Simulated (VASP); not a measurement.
# ZnCu (Cmmm) in VASP: single point with PBEsol

Aim: the single point of ZnCu with PBEsol.

Everything below comes from runs of VASP 6.6.1. Logs are shortened: lines on timing, memory, paths and dates and some standing lists are left out, and cuts for length are marked.

### Step 1. The cell of the first run

The structure is orthorhombic, space group Cmmm (No. 65). The conventional cell has a = 2.976 Å, b = 4.243 Å, c = 4.141 Å, α = 90.00°, β = 90.00°, γ = 90.00°. Within 3.4 Å of Zn (site symmetry mmm) lie 8 Cu at 2.55 to 2.96 Å and 6 Zn at 2.59 to 2.98 Å. Within 3.4 Å of Cu (site symmetry mmm) lie 8 Zn at 2.55 to 2.96 Å and 6 Cu at 2.59 to 2.98 Å.

### Step 2. Single point, PBEsol

File INCAR:

```
PREC = Accurate
ENCUT = 600
EDIFF = 1E-6
ISMEAR = 0
SIGMA = 0.1
LREAL = False
LASPH = True
NELM = 120
ALGO = Normal
ISIF = 2
LWAVE = False
LCHARG = True
GGA = PS
LELF = True
LVHAR = True
NBANDS = 18
GGA_COMPAT = False
```

File KPOINTS:

```
Automatic mesh
0
Gamma
  8 8 4
```

File POSCAR:

```
ZnCu
1.0
    1.4880390000     -2.1212790000      0.0000000000
    1.4880390000      2.1212790000      0.0000000000
    0.0000000000      0.0000000000      4.1407460000
Zn Cu
1 1
Direct
    0.5000000000      0.5000000000      0.5000000000
    0.0000000000      0.0000000000      0.0000000000
```

Potentials or basis: VASP PAW PBE potentials, release 64 (Zn, Cu).

The run is started by

```sh
$ cat potpaw_PBE.64/Zn/POTCAR potpaw_PBE.64/Cu/POTCAR > POTCAR
$ mpirun -np 1 vasp_std > vasp.out
```

OUTCAR:

```text
PREC = Accurate
   ENCUT = 600
   EDIFF = 1E-6
   ISMEAR = 0
   LREAL = False
   LASPH = True
   NELM = 120
   ISIF = 2
   GGA = PS

 ion  position               nearest neighbor table
   1  0.500  0.500  0.500-   2 2.55   2 2.55   2 2.55   2 2.55
   2  0.000  0.000  0.000-   1 2.55   1 2.55   1 2.55   1 2.55

  LATTYP: Found a base centered orthorhombic cell.
 ALAT       =     2.9760780000
 B/A-ratio  =     1.4255533625
 C/A-ratio  =     1.3913432376

  Lattice vectors:

 A1 = (   1.4880390000,  -2.1212790000,   0.0000000000)
 A2 = (   1.4880390000,   2.1212790000,   0.0000000000)
 A3 = (   0.0000000000,   0.0000000000,   4.1407460000)

Analysis of symmetry for initial positions (statically):
=====================================================================
 Subroutine PRICEL returns:
 Original cell was already a primitive cell.

 Routine SETGRP: Setting up the symmetry group for a
 base centered orthorhombic supercell.

 Subroutine GETGRP returns: Found  8 space group operations
 (whereof  8 operations were pure point group operations)
 out of a pool of  8 trial point group operations.

The static configuration has the point symmetry D_2h.

Analysis of symmetry for dynamics (positions and initial velocities):
=====================================================================
 Subroutine PRICEL returns:
 Original cell was already a primitive cell.

 Routine SETGRP: Setting up the symmetry group for a
 base centered orthorhombic supercell.

 Subroutine GETGRP returns: Found  8 space group operations
 (whereof  8 operations were pure point group operations)
 out of a pool of  8 trial point group operations.

The dynamic configuration has the point symmetry D_2h.

 Subroutine INISYM returns: Found  8 space group operations
 (whereof  8 operations are pure point group operations),
 and found     1 'primitive' translations

----------------------------------------------------------------------------------------

                                     Primitive cell

  volume of cell :      26.1409

  direct lattice vectors                    reciprocal lattice vectors
     1.488039000 -2.121279000  0.000000000     0.336012699 -0.235706854  0.000000000
     1.488039000  2.121279000  0.000000000     0.336012699  0.235706854  0.000000000
     0.000000000  0.000000000  4.140746000     0.000000000  0.000000000  0.241502377

  length of vectors
     2.591155082  2.591155082  4.140746000     0.410441536  0.410441536  0.241502377

  position of ions in fractional coordinates (direct lattice)
     0.500000000  0.500000000  0.500000000
     0.000000000  0.000000000  0.000000000

  ion indices of the primitive-cell ions
   primitive index   ion index
                 1           1
                 2           2

----------------------------------------------------------------------------------------

 KPOINTS: Automatic mesh

Automatic generation of k-mesh.
 Grid dimensions read from file:
 generate k-points for:    8    8    4

 Generating k-lattice:

  Cartesian coordinates                     Fractional coordinates (reciprocal lattice)
     0.042001587 -0.029463357  0.000000000     0.125000000 -0.000000000  0.000000000
     0.042001587  0.029463357  0.000000000    -0.000000000  0.125000000  0.000000000
     0.000000000  0.000000000  0.060375594     0.000000000  0.000000000  0.250000000

  Length of vectors
     0.051305192  0.051305192  0.060375594

  Shift w.r.t. Gamma in fractional coordinates (k-lattice)
     0.000000000  0.000000000  0.000000000

 Subroutine IBZKPT returns following result:
 ===========================================

 Found     63 irreducible k-points:

 Following reciprocal coordinates:
            Coordinates               Weight
  0.000000  0.000000  0.000000      1.000000
  0.125000  0.000000  0.000000      4.000000
  0.250000  0.000000  0.000000      4.000000
  0.375000  0.000000  0.000000      4.000000
  0.500000  0.000000  0.000000      2.000000
  0.125000  0.125000  0.000000      2.000000
[... 16 lines left out ...]
  0.125000  0.000000  0.250000      8.000000
  0.250000  0.000000  0.250000      8.000000
 [... further k-points ...]
   k-points           NKPTS =     63   k-points in BZ     NKDIM =     63   number of bands    NBANDS=     18
   number of dos      NEDOS =    301   number of ions     NIONS =      2
   total plane-waves  NPLWV =  20736
   dimension x,y,z NGX =    24 NGY =   24 NGZ =   36
   dimension x,y,z NGXF=    48 NGYF=   48 NGZF=   72
   ions per type =               1   1
   NGX,Y,Z   is equivalent  to a cutoff of  15.40, 15.40, 14.45 a.u.
   NGXF,Y,Z  is equivalent  to a cutoff of  30.80, 30.80, 28.91 a.u.
 SYSTEM =  unknown system
   PREC   = accura    normal or accurate (medium, high low for compatibility)
   ISTART =      0    job   : 0-new  1-cont  2-samecut
   ICHARG =      2    charge: 1-file 2-atom 10-const
   ISPIN  =      1    spin polarized calculation?
   LNONCOLLINEAR =      F non collinear calculations
   LSORBIT =      F    spin-orbit coupling
   LASPH  =      T    aspherical Exc in radial PAW
   ENCUT  =  600.0 eV  44.10 Ry    6.64 a.u.   5.18  5.18  8.27*2*pi/ulx,y,z
   NELM   =    120;   NELMIN=  2; NELMDL= -5     # of ELM steps
   EDIFF  = 0.1E-05   stopping-criterion for ELM
   LREAL  =      F    real-space projection
[... 7 lines left out ...]
   TEBEG  =    0.0;   TEEND  =   0.0 temperature during run
   PSTRESS=    0.0 pullay stress
   NELECT =      23.0000    total number of electrons
   NUPDOWN=      -1.0000    fix difference up-down
   EMIN   =  10.00;   EMAX   =-10.00  energy-range for DOS
   EFERMI =   0.00;   METHOD = LEGACY
   ISMEAR =     0;   SIGMA  =   0.10  broadening in eV -4-tet -1-fermi 0-gaus
   EFERMI_NEDOS =   21; number of points for ismear=-14 and -15
   IALGO  =     38    algorithm
   IMIX   =      4    mixing-type and parameters
     AMIX     =   0.40;   BMIX     =  1.00
     AMIX_MAG =   1.60;   BMIX_MAG =  1.00
  volume/ion in A,a.u.               =      13.07        88.20
  Fermi-wavevector in a.u.,A,eV,Ry     =   1.568714  2.964440 33.482099  2.460865
  Thomas-Fermi vector in A             =   2.670704
   LORBIT       =      0    0 simple, 1 ext, 2 COOP (PROOUT), +10 PAW based schemes
   GGA     = PS    functional components
   LHFCALC =     F    Hartree Fock is set to
   AEXX    =    0.0000 exact exchange contribution
   IVDW    =     0    specifies the selected vdW correction
   LEPSILON=     F    determine dielectric tensor
   LRPA    =     F    only Hartree local field effects (RPA)
 non-spin polarized calculation
 Gauss-broadening in eV      SIGMA  =   0.10
  energy-cutoff  :      600.00
  volume of cell :       26.14
 maximum number of plane-waves:       886
 NGX is ok and might be reduce to    24
   NGX = 11   NGY = 11   NGZ = 17

 number of electron      22.9999993 magnetization

 Free energy of the ion-electron system (eV)
  ---------------------------------------------------
  ext. energy  EPLUGINS =         0.00000000
  ---------------------------------------------------
  free energy    TOTEN  =        -5.99304455 eV

  energy without entropy =       -5.99088094  energy(sigma->0) =       -5.99196275

 E-fermi :   5.0852     XC(G=0): -12.4354

 val. band max:        5.0133519906   @ k =   0.5000   0.3750   0.5000
 cond. band min:       5.1386969171   @ k =  -0.3750   0.2500   0.2500
 fundamental gap:      0.1253449265
 Fermi energy:         5.0851942546

 k-point     1 :       0.0000    0.0000    0.0000
  band No.  band energies     occupation
      1      -5.1195      2.00000
      2      -2.8916      2.00000
      3      -2.7487      2.00000
      4      -2.0572      2.00000
      5      -2.0353      2.00000
      6      -1.8432      2.00000
[... 10 lines left out ...]
     17      25.5585      0.00000
     18      27.8576      0.00000

 k-point     2 :       0.1250    0.0000    0.0000
  band No.  band energies     occupation
      1      -4.7077      2.00000
      2      -2.8144      2.00000
      3      -2.6913      2.00000
      4      -2.1355      2.00000
      5      -2.0289      2.00000
      6      -1.8885      2.00000
[... 10 lines left out ...]
     17      24.7351      0.00000
     18      25.3472      0.00000

 k-point     3 :       0.2500    0.0000    0.0000
  band No.  band energies     occupation
      1      -3.5994      2.00000
      2      -2.7270      2.00000
      3      -2.3981      2.00000
      4      -2.3660      2.00000
      5      -1.9643      2.00000
      6      -1.9231      2.00000
[... 10 lines left out ...]
     17      19.9404      0.00000
     18      22.7939      0.00000

 k-point     4 :       0.3750    0.0000    0.0000
  band No.  band energies     occupation
      1      -3.0463      2.00000
      2      -2.5843      2.00000
      3      -2.3530      2.00000
      4      -1.9329      2.00000
      5      -1.8465      2.00000
      6      -1.2176      2.00000
[... 10 lines left out ...]
     17      18.6325      0.00000
     18      20.6519      0.00000

 k-point     5 :       0.5000    0.0000    0.0000
  band No.  band energies     occupation
      1      -3.0439      2.00000
      2      -2.6679      2.00000
      3      -2.2315      2.00000
      4      -1.9350      2.00000
      5      -1.7744      2.00000
      6       0.1788      2.00000
[... 10 lines left out ...]
     17      18.8953      0.00000
     18      19.5854      0.00000

 k-point     6 :       0.1250    0.1250    0.0000
  band No.  band energies     occupation
      1      -4.0394      2.00000
      2      -2.7324      2.00000
      3      -2.6695      2.00000
      4      -2.2376      2.00000
      5      -1.9351      2.00000
      6      -1.9058      2.00000
[... 10 lines left out ...]
     17      22.8747      0.00000
     18      23.1633      0.00000

 k-point     7 :       0.2500    0.1250    0.0000
  band No.  band energies     occupation
      1      -2.9973      2.00000
      2      -2.5560      2.00000
      3      -2.4160      2.00000
      4      -2.3772      2.00000
      5      -2.0140      2.00000
      6      -1.6318      2.00000
[... 10 lines left out ...]
     17      18.6383      0.00000
     18      22.4086      0.00000

 k-point     8 :       0.3750    0.1250    0.0000
  band No.  band energies     occupation
      1      -2.9027      2.00000
      2      -2.5867      2.00000
      3      -2.2699      2.00000
      4      -2.0434      2.00000
      5      -1.9940      2.00000
      6      -0.1698      2.00000
[... 10 lines left out ...]
     17      14.6591      0.00000
     18      22.4640      0.00000
[... 229 lines left out ...]
     17      17.7743      0.00000
     18      18.2599      0.00000

 k-point    20 :      -0.3750    0.3750    0.0000
  band No.  band energies     occupation
      1      -3.0251      2.00000
      2      -2.6071      2.00000
      3      -2.3199      2.00000
      4      -2.3127      2.00000
      5      -1.7321      2.00000
      6      -0.1399      2.00000
[... 10 lines left out ...]
     17      18.9209      0.00000
     18      19.8081      0.00000

 k-point    21 :       0.5000    0.5000    0.0000
  band No.  band energies     occupation
      1      -3.1272      2.00000
      2      -2.7060      2.00000
      3      -2.3568      2.00000
      4      -2.2419      2.00000
      5      -1.5295      2.00000
      6       1.0410      2.00000
[... 10 lines left out ...]
     17      16.3092      0.00000
     18      17.0979      0.00000

 k-point    22 :       0.0000    0.0000    0.2500
  band No.  band energies     occupation
      1      -4.6071      2.00000
      2      -2.8218      2.00000
      3      -2.7422      2.00000
      4      -2.0246      2.00000
      5      -2.0231      2.00000
      6      -1.8461      2.00000
[... 10 lines left out ...]
     17      23.5359      0.00000
     18      25.7330      0.00000

 k-point    23 :       0.1250    0.0000    0.2500
  band No.  band energies     occupation
      1      -4.2124      2.00000
      2      -2.7625      2.00000
      3      -2.6757      2.00000
      4      -2.1067      2.00000
      5      -2.0196      2.00000
      6      -1.8930      2.00000
[... 10 lines left out ...]
     17      23.6290      0.00000
     18      24.5557      0.00000

 k-point    24 :       0.2500    0.0000    0.2500
  band No.  band energies     occupation
      1      -3.2878      2.00000
      2      -2.7041      2.00000
      3      -2.3817      2.00000
      4      -2.1987      2.00000
      5      -1.9630      2.00000
      6      -1.9286      2.00000
[... 10 lines left out ...]
     17      22.4838      0.00000
     18      23.3220      0.00000

 [... further k-points ...]

------------------------ aborting loop because EDIFF is reached ----------------------------------------

  FORCE on cell =-STRESS in cart. coord.  units (eV):
  Direction    XX          YY          ZZ          XY          YZ          ZX
  --------------------------------------------------------------------------------------
  -------------------------------------------------------------------------------------
  Total       -0.7154068     -1.5119766     -0.7779785      0.0000000      0.0000000      0.0000000
  in kB      -43.8473117    -92.6691004    -47.6823312      0.0000000      0.0000000      0.0000000
  external PRESSURE =     -61.3995811 kB  Pullay stress =       0.0000000 kB

 VOLUME and BASIS-vectors are now :
 -----------------------------------------------------------------------------
  energy-cutoff  :      600.00
  volume of cell :       26.14
      direct lattice vectors                 reciprocal lattice vectors
     1.488039000 -2.121279000  0.000000000     0.336012699 -0.235706854  0.000000000
     1.488039000  2.121279000  0.000000000     0.336012699  0.235706854  0.000000000
     0.000000000  0.000000000  4.140746000     0.000000000  0.000000000  0.241502377

 POSITION                                       TOTAL-FORCE (eV/Angst)
 -----------------------------------------------------------------------------------
      1.48804      0.00000      2.07037         0.000000      0.000000      0.000000
      0.00000      0.00000      0.00000        -0.000000      0.000000      0.000000
 -----------------------------------------------------------------------------------
    total drift:                                0.000000      0.000000     -0.000000

  FREE ENERGIE OF THE ION-ELECTRON SYSTEM (eV)
  ---------------------------------------------------
  free  energy   TOTEN  =        -5.9930445524 eV

  energy  without entropy=       -5.9908809387  energy(sigma->0) =       -5.99196275
```

It took 51 s on 1 thread of Intel Xeon 8259CL, shared host; peak memory 0.18 GiB.

Results:

| Quantity | Value |
| --- | --- |
| Free energy | -5.9930 eV |
| Pressure | -6.1 GPa |
| Band gap on the k mesh | zero (an odd number of electrons rules out a gap without spin polarisation) |

Stress tensor (GPa, compression positive):
```
-4.38  0.00  0.00
 0.00 -9.27  0.00
 0.00  0.00 -4.77
```

Levels at points of the mesh, in eV from the Fermi level:
| k point | band 9 | band 10 | band 11 | band 12 | band 13 | band 14 | band 15 | band 16 |
| --- | --- | --- | --- | --- | --- | --- | --- | --- |
| (0.00, 0.00, 0.00) | -2.45 | -2.42 | -2.33 | -1.60 | 2.16 | 14.13 | 15.02 | 18.18 |
| (0.50, 0.00, 0.00) | -2.78 | -2.49 | -2.18 | -0.72 | 6.54 | 6.63 | 6.82 | 7.44 |
| (0.50, 0.50, 0.00) | -2.73 | -2.00 | -1.80 | 1.59 | 5.99 | 6.13 | 6.44 | 11.07 |
| (0.00, 0.00, 0.50) | -3.37 | -2.59 | -2.48 | -2.35 | 11.33 | 11.68 | 16.54 | 17.05 |
| (0.50, 0.00, 0.50) | -2.45 | -2.28 | -2.10 | -1.32 | 1.24 | 2.49 | 13.80 | 14.76 |
| (0.50, 0.50, 0.50) | -2.72 | -1.80 | 1.25 | 1.62 | 1.83 | 3.57 | 8.48 | 9.81 |

Caveat: the k points lie up to 0.38 Å⁻¹ apart, too coarse for converged energies and pressures of a metal; the PAW data sets were made with another functional, which shifts forces and pressure a little.

The gap in the log of VASP goes by the Fermi energy; the results here count the filled bands.